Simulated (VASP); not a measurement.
A run of VASP 6.6.1 is set up as follows.

Contents of INCAR:

```
SYSTEM = ZrSi7
  ALGO = Normal
  EDIFF = 1E-6
  ENCUT = 520
  GGA = PE
  ISIF = 2
  ISMEAR = 0
  LASPH = .True.
  LCHARG = .True.
  LELF = .True.
  LREAL = .False.
  LVHAR = .True.
  LWAVE = .False.
  NBANDS = 30
  NELM = 100
  PREC = Accurate
  SIGMA = 0.1
```

Contents of KPOINTS:

```
k-points
0
Gamma
  6 6 6
  0 0 0
```

Contents of POSCAR:

```
ZrSi7
1.0
    5.6503526372      0.0000000000      0.0000000000
    0.0000000000      5.6503526372      0.0000000000
    0.0000000000      0.0000000000      5.6503526372
Zr Si
1 7
Direct
    0.0000000000      0.0000000000      0.0000000000
    0.2659116153      0.2659116153      0.2659116153
    0.0000000000      0.5000000000      0.5000000000
    0.5000000000      0.5000000000      0.0000000000
    0.5000000000      0.0000000000      0.5000000000
    0.7340883847      0.2659116153      0.7340883847
    0.7340883847      0.7340883847      0.2659116153
    0.2659116153      0.7340883847      0.7340883847
```

Potentials or basis: VASP PAW PBE potentials, release 64 (Zr_sv, Si).

Command:

```bash
$ cat potpaw_PBE.64/Zr_sv/POTCAR potpaw_PBE.64/Si/POTCAR > POTCAR
$ mpirun -np 1 vasp_std > vasp.out
```

**Question.** What does it give for the band gap on the k mesh?

**Answer.** Zero (band 20 reaches 5.09 eV, above the bottom of band 21 at 5.07 eV).

**Question.** What does it give for the pressure?

**Answer.** -0.1 GPa.
